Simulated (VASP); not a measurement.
# Cd in VASP: further runs, part 2 of 2

VASP 6.6.1.

**3. Electric field gradients, PBEsol (equal xy, yz and zx shear strains of +1 %)**

Input file INCAR:

```
PREC = Accurate ; ENCUT = 520
EDIFF = 1E-8 ; ISMEAR = -1
SIGMA = 0.05 ; LREAL = False
LASPH = True ; NELM = 100
ALGO = Normal ; ISIF = 2
LWAVE = False ; LCHARG = False
GGA = PS ; LEFG = True
NBANDS = 19
```

Input file KPOINTS:

```
Automatic mesh
0
Gamma
  14 14 7
```

Input file POSCAR:

```
Cd
1.0
    2.9788725081      0.0148943625      0.0148943625
   -1.4765373577      2.5723320853      0.0054517151
    0.0280882500      0.0280882500      5.6176500000
Cd
2
Direct
    0.3333333333      0.6666666667      0.2500000000
    0.6666666667      0.3333333333      0.7500000000
```

Potentials or basis: VASP PAW PBE potentials, release 64 (Cd).

Launch:

```console
$ cat potpaw_PBE.64/Cd/POTCAR > POTCAR
$ mpirun -np 1 vasp_std > vasp.out
```

OUTCAR:

```text
PREC = Accurate
   ENCUT = 520
   EDIFF = 1E-8
   ISMEAR = -1
   LREAL = False
   LASPH = True
   NELM = 100
   ISIF = 2
   GGA = PS

 ion  position               nearest neighbor table
   1  0.333  0.667  0.250-   2 3.28   2 3.28   2 3.28   2 3.30   2 3.31   2 3.32
   2  0.667  0.333  0.750-   1 3.28   1 3.28   1 3.28   1 3.30   1 3.31   1 3.32

  LATTYP: Found a triclinic cell.
 ALAT       =     2.9918498557
 B/A-ratio  =     0.9913558883
 C/A-ratio  =     1.8776979830
 COS(alpha) =     0.0036852528
 COS(beta)  =     0.0136346634
 COS(gamma) =     0.5000188430

  Lattice vectors:

 A1 = (   1.5023351504,   2.5872264478,   0.0203460776)
 A2 = (  -1.4765373577,   2.5723320853,   0.0054517151)
 A3 = (   0.0280882500,   0.0280882500,   5.6176500000)

Analysis of symmetry for initial positions (statically):
=====================================================================
 Subroutine PRICEL returns:
 Original cell was already a primitive cell.

 Routine SETGRP: Setting up the symmetry group for a
 triclinic supercell.

 Subroutine GETGRP returns: Found  2 space group operations
 (whereof  2 operations were pure point group operations)
 out of a pool of  2 trial point group operations.

The static configuration has the point symmetry S_2 .

Analysis of symmetry for dynamics (positions and initial velocities):
=====================================================================
 Subroutine PRICEL returns:
 Original cell was already a primitive cell.

 Routine SETGRP: Setting up the symmetry group for a
 triclinic supercell.

 Subroutine GETGRP returns: Found  2 space group operations
 (whereof  2 operations were pure point group operations)
 out of a pool of  2 trial point group operations.

The dynamic configuration has the point symmetry S_2 .

 Subroutine INISYM returns: Found  2 space group operations
 (whereof  2 operations are pure point group operations),
 and found     1 'primitive' translations

----------------------------------------------------------------------------------------

                                     Primitive cell

  volume of cell :      43.1675

  direct lattice vectors                    reciprocal lattice vectors
     2.978872508  0.014894362  0.014894362     0.334749882  0.192154455 -0.002634522
    -1.476537358  2.572332085  0.005451715    -0.001928604  0.387649349 -0.001928604
     0.028088250  0.028088250  5.617650000    -0.000885668 -0.000885668  0.178019235

  length of vectors
     2.978946979  2.965987971  5.617790439     0.385989325  0.387658944  0.178023641

  position of ions in fractional coordinates (direct lattice)
     0.333333333  0.666666667  0.250000000
     0.666666667  0.333333333  0.750000000

  ion indices of the primitive-cell ions
   primitive index   ion index
                 1           1
                 2           2

[... 76 lines left out ...]
   NFREE  =      0    steps in history (QN), initial steepest desc. (CG)
   ISIF   =      2    stress and relaxation
   ISYM   =      2    0-nonsym 1-usesym 2-fastsym
   POTIM  = 0.5000    time-step for ionic-motion
   TEBEG  =    0.0;   TEEND  =   0.0 temperature during run
   PSTRESS=    0.0 pullay stress
   NELECT =      24.0000    total number of electrons
   NUPDOWN=      -1.0000    fix difference up-down
   EMIN   =  10.00;   EMAX   =-10.00  energy-range for DOS
   EFERMI =   0.00;   METHOD = LEGACY
   ISMEAR =    -1;   SIGMA  =   0.05  broadening in eV -4-tet -1-fermi 0-gaus
   EFERMI_NEDOS =   21; number of points for ismear=-14 and -15
   IALGO  =     38    algorithm
   IMIX   =      4    mixing-type and parameters
     AMIX     =   0.40;   BMIX     =  1.00
     AMIX_MAG =   1.60;   BMIX_MAG =  1.00
  volume/ion in A,a.u.               =      21.58       145.65
  Fermi-wavevector in a.u.,A,eV,Ry     =   1.346149  2.543852 24.655337  1.812116
  Thomas-Fermi vector in A             =   2.474004
   LORBIT       =      0    0 simple, 1 ext, 2 COOP (PROOUT), +10 PAW based schemes
   GGA     = PS    functional components
   LHFCALC =     F    Hartree Fock is set to
   AEXX    =    0.0000 exact exchange contribution
   IVDW    =     0    specifies the selected vdW correction
   LEPSILON=     F    determine dielectric tensor
   LRPA    =     F    only Hartree local field effects (RPA)
 non-spin polarized calculation
  energy-cutoff  :      520.00
  volume of cell :       43.17
 maximum number of plane-waves:      1188
 NGX is ok and might be reduce to    24
   NGX = 11   NGY = 11   NGZ = 21

 number of electron      23.9999995 magnetization

 Free energy of the ion-electron system (eV)
  ---------------------------------------------------
  ext. energy  EPLUGINS =         0.00000000
  ---------------------------------------------------
  free energy    TOTEN  =        -2.38856189 eV

  energy without entropy =       -2.38260291  energy(sigma->0) =       -2.38558240

 E-fermi :   2.8031     XC(G=0): -11.2102

 val. band max:        2.8023229103   @ k =   0.5000   0.3571   0.1429
 cond. band min:       2.8059665668   @ k =  -0.2143  -0.4286   0.2857
 fundamental gap:      0.0036436565
 Fermi energy:         2.8030913926

 k-point     1 :       0.0000    0.0000    0.0000
  band No.  band energies     occupation
      1      -7.0483      2.00000
      2      -6.7803      2.00000
      3      -6.4279      2.00000
      4      -6.3752      2.00000
      5      -6.3708      2.00000
      6      -6.3201      2.00000
[... 505 lines left out ...]
      6      -6.0998      2.00000
[... 11 lines left out ...]
     18      16.5859      0.00000
     19      17.2771      0.00000

 [... further k-points ...]

------------------------ aborting loop because EDIFF is reached ----------------------------------------

  FORCE on cell =-STRESS in cart. coord.  units (eV):
  Direction    XX          YY          ZZ          XY          YZ          ZX
  --------------------------------------------------------------------------------------
  -------------------------------------------------------------------------------------
  Total       -0.2453995     -0.2623803     -0.3579762     -0.0372617     -0.0168684     -0.0141506
  in kB       -9.1080944     -9.7383432    -13.2864226     -1.3829830     -0.6260765     -0.5252043
  external PRESSURE =     -10.7109534 kB  Pullay stress =       0.0000000 kB

 VOLUME and BASIS-vectors are now :
 -----------------------------------------------------------------------------
  energy-cutoff  :      520.00
  volume of cell :       43.17
      direct lattice vectors                 reciprocal lattice vectors
     2.978872508  0.014894362  0.014894362     0.334749882  0.192154455 -0.002634522
    -1.476537358  2.572332085  0.005451715    -0.001928604  0.387649349 -0.001928604
     0.028088250  0.028088250  5.617650000    -0.000885668 -0.000885668  0.178019235

 POSITION                                       TOTAL-FORCE (eV/Angst)
 -----------------------------------------------------------------------------------
      0.01562      1.72687      1.41301         0.004084      0.000521      0.000098
      1.51480      0.88844      4.22498        -0.004084     -0.000521     -0.000098
 -----------------------------------------------------------------------------------
    total drift:                               -0.000000      0.000000     -0.000000

  FREE ENERGIE OF THE ION-ELECTRON SYSTEM (eV)
  ---------------------------------------------------
  free  energy   TOTEN  =        -2.3885618902 eV

  energy  without entropy=       -2.3826029064  energy(sigma->0) =       -2.38558240

 Electric field gradients (V/A^2)
---------------------------------------------------------------------
 ion       V_xx      V_yy      V_zz      V_xy      V_xz      V_yz
---------------------------------------------------------------------
   1     -40.707   -40.750    81.457     2.090    -0.057    -0.049
   2     -40.707   -40.750    81.457     2.090    -0.057    -0.049
---------------------------------------------------------------------

 Electric field gradients after diagonalization (V/A^2)
 (convention: |V_zz| > |V_xx| > |V_yy|)
----------------------------------------------------------------------
 ion       V_xx      V_yy      V_zz     asymmetry (V_yy - V_xx)/ V_zz
----------------------------------------------------------------------
   1     -42.819   -38.638    81.457       0.051
   2     -42.819   -38.638    81.457       0.051
----------------------------------------------------------------------

           NMR quadrupolar parameters

 Cq : quadrupolar parameter    Cq=e*Q*V_zz/h
 eta: asymmetry parameters     (V_yy - V_xx)/ V_zz
 Q  : nuclear electric quadrupole moment in mb (millibarn)
----------------------------------------------------------------------
 ion       Cq(MHz)       eta       Q (mb)
----------------------------------------------------------------------
   1       0.197       0.051       1.000
   2       0.197       0.051       1.000
----------------------------------------------------------------------
```

stdout:

```text
POSCAR found type information on POSCAR Cd
 POSCAR found :  1 types and       2 ions
 scaLAPACK will be used
 -----------------------------------------------------------------------------
[... 27 lines left out ...]
     0.0000772     0.0547222     0.0065716     1.1736142     0.0077544     0.0046093
     0.0001064     0.0547222     0.0065716     1.1736141     0.0077544     0.0046093
     0.0001465     0.0547222     0.0065716     1.1736141     0.0077544     0.0046093

     0.0000561    -1.9265411     0.0410264   -64.6615817     0.0486569    -0.0193894
     0.0000772    -1.9262684     0.0410292   -64.6535872     0.0486619    -0.0193770
     0.0001064    -1.9258293     0.0410335   -64.6407254     0.0486696    -0.0193566
     0.0001465    -1.9251251     0.0410398   -64.6201158     0.0486818    -0.0193233
```

Wall time 4.8 min (1 thread of Intel Xeon Platinum 8259CL at 2.50GHz (Skylake/Cascade Lake), shared host); peak memory 0.53 GiB.

Results:

- Free energy: -2.3886 eV
- Pressure: -1.1 GPa
- Largest force: 0.004 eV/Å
- Band gap on the k mesh: zero (bands 12 and 13 overlap by 4.38 eV)
- Largest electric field gradient by atom: Cd +81.5 V/Å²

Forces on the atoms (eV/Å):
```
Cd   0.004  0.001  0.000
Cd  -0.004 -0.001  0.000
```

Electric field gradients, principal values (V/Å²):
| atom | least | middle | greatest (by size) |
| --- | --- | --- | --- |
| 1 Cd | -38.638 | -42.819 | 81.457 |
| 2 Cd | -38.638 | -42.819 | 81.457 |

Caveat: the cell differs from its parent crystal (equal xy, yz and zx shear strains of +1 %); without QUAD_EFG the Cq values of the log hold for a quadrupole moment of 1 mb, not for the nuclei; the PAW data sets were made with another functional, which shifts forces and pressure a little.

The gap in the log of VASP goes by the Fermi energy; the results here count the filled bands.